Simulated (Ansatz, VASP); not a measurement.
# Mn3FeSi4: VASP beside Ansatz

File INCAR:

```
ALGO = Normal ; EDIFF = 1E-6
ENCUT = 600 ; GGA = PE
GGA_COMPAT = F ; ISIF = 2
ISMEAR = 0 ; ISPIN = 2
LASPH = T ; LCHARG = F
LMAXMIX = 4 ; LORBIT = 11
LREAL = F ; LWAVE = F
MAGMOM = 4 4 4 4 0 0 0 0 ; NBANDS = 46
NELM = 200 ; PREC = Accurate
SIGMA = 0.1
```

KPOINTS

```
k-points
0
Gamma
  4 4 4
```

The input POSCAR:

```
Mn3FeSi4
1.0
    4.4637363300      0.0000000000      0.0000000000
    0.0000000000      4.4637363300      0.0000000000
    0.0000000000      0.0000000000      4.4637363300
Fe Mn Si
1 3 4
Direct
    0.3635403900      0.1364596100      0.8635403900
    0.1364596100      0.8635403900      0.3635403900
    0.8635403900      0.3635403900      0.1364596100
    0.6364596100      0.6364596100      0.6364596100
    0.6542152300      0.8457847700      0.1542152300
    0.8457847700      0.1542152300      0.6542152300
    0.1542152300      0.6542152300      0.8457847700
    0.3457847700      0.3457847700      0.3457847700
```

Input for Ansatz:

```yaml
crystal:
  lattice:
    - [4.46373633, 0.0, 0.0]
    - [0.0, 4.46373633, 0.0]
    - [0.0, 0.0, 4.46373633]
  atoms:
    - { symbol: Fe, position: [0.36354039, 0.13645961, 0.86354039], spin: 4.0 }
    - { symbol: Mn, position: [0.13645961, 0.86354039, 0.36354039], spin: 4.0 }
    - { symbol: Mn, position: [0.86354039, 0.36354039, 0.13645961], spin: 4.0 }
    - { symbol: Mn, position: [0.63645961, 0.63645961, 0.63645961], spin: 4.0 }
    - { symbol: Si, position: [0.65421523, 0.84578477, 0.15421523] }
    - { symbol: Si, position: [0.84578477, 0.15421523, 0.65421523] }
    - { symbol: Si, position: [0.15421523, 0.65421523, 0.84578477] }
    - { symbol: Si, position: [0.34578477, 0.34578477, 0.34578477] }
basis:
  ecutwfc: 420
kpoints:
  mp_grid: { grid: [4, 4, 4] }
hamiltonian:
  xc: pbe
  pseudopotentials: { kind: paw }
scf:
  occupations: { method: gaussian, width: 0.1 }
  lower_state_search: "off"
output:
  forces: true
  stress: true
  eigenvalues: true
  populations: true
magnetization:
  spin_polarized: true
```

Alike in both runs: task single point; functional PBE; k mesh 4 × 4 × 4; occupations gaussian, width 0.1 eV; collinear spin.

|  | VASP | Ansatz |
| --- | --- | --- |
| version | VASP 6.6.1 | Ansatz 0.2.0 |
| potentials or method | VASP PAW PBE potentials, release 64 (Fe, Mn_pv, Si), cutoff 600 eV | scalar-relativistic, plane waves, PAW |
| valence electrons in the cell | 63 | 77 |

```tsv
	VASP	Ansatz	Ansatz less VASP
gap on the k mesh at the Fermi level (eV)	none	none	-
pressure (GPa)	5.0	5.1	+0.05
traceless stress, the component that is largest in VASP (GPa)	0.57	0.57	+0.002
rms of the force components (eV/Å)	0.109	0.106	-0.0029
net moment per atom (μB)	0.34	0.34	+0.001
size of the moment on the site where the two differ most (μB)	0.83	0.78	-0.047
```

Site moments also hang on the region over which each program counts them. Atom by atom the forces differ by 0.008 eV/Å (rms over components). A gap of «none» marks a metal or a gap that the smearing closes. The functional is the same, so the differences come from potentials, cutoffs and numerics. VASP's potentials hold 63 valence electrons a cell and Ansatz's 77, so a difference there can come from the potentials and not from the codes.
